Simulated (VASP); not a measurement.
Runs of VASP 6.6.1 on Gd. The structure is that of space group P6_3/mmc (No. 194), or close to it. The cells are those of the table. 

| spin | cell | k mesh | smearing | gap on the mesh (eV) | pressure (GPa) | moment (μB) |
| --- | --- | --- | --- | --- | --- | --- |
| collinear, ferromagnetic start | a = 3.339, b = 3.339, c = 5.354 Å, angles 90.0, 90.0, 120.0°, 2 atoms | 14 × 14 × 8 | fermi-dirac 0.05 eV | none | (c) | (a) |
| collinear, ferromagnetic start | a = 3.484, b = 3.484, c = 5.587 Å, angles 90.0, 90.0, 120.0°, 2 atoms | 10 × 10 × 6 | methfessel-paxton 1 eV | none | 0.0 | (b) |
| collinear, antiferromagnetic start | a = 3.386, b = 3.386, c = 5.363 Å, angles 90.0, 90.0, 120.0°, 2 atoms | 14 × 14 × 8 | fermi-dirac 0.05 eV | none | 4.2 | 0.00 |
| collinear, ferromagnetic start | a = 3.484, b = 3.484, c = 5.587 Å, angles 90.0, 90.0, 120.0°, 2 atoms | 11 × 11 × 6 | fermi-dirac 0.05 eV | none | -0.1 | 14.61 |

Alike in all rows: task single point; level LDA; potentials or basis VASP PAW PBE potentials, release 64 (Gd); cutoff (eV) 520.

Problem. Estimate the missing entries.

Solution. (a) 14.40; (b) 14.31; (c) 5.7.

Caveats: the PAW data sets were made with another functional, which shifts forces and pressure a little; spin-orbit coupling is left out, which moves the levels of the heavy elements; semilocal functionals describe open f shells poorly, which spoils levels, moments and volumes; the cell stands under pressure (at least some runs); so wide a smearing shifts energies and pressures (at least some runs).

A k mesh can miss the band edges, and the runs leave out spin-orbit coupling on Gd.

A gap of «none» marks levels without a gap at the run's occupations.
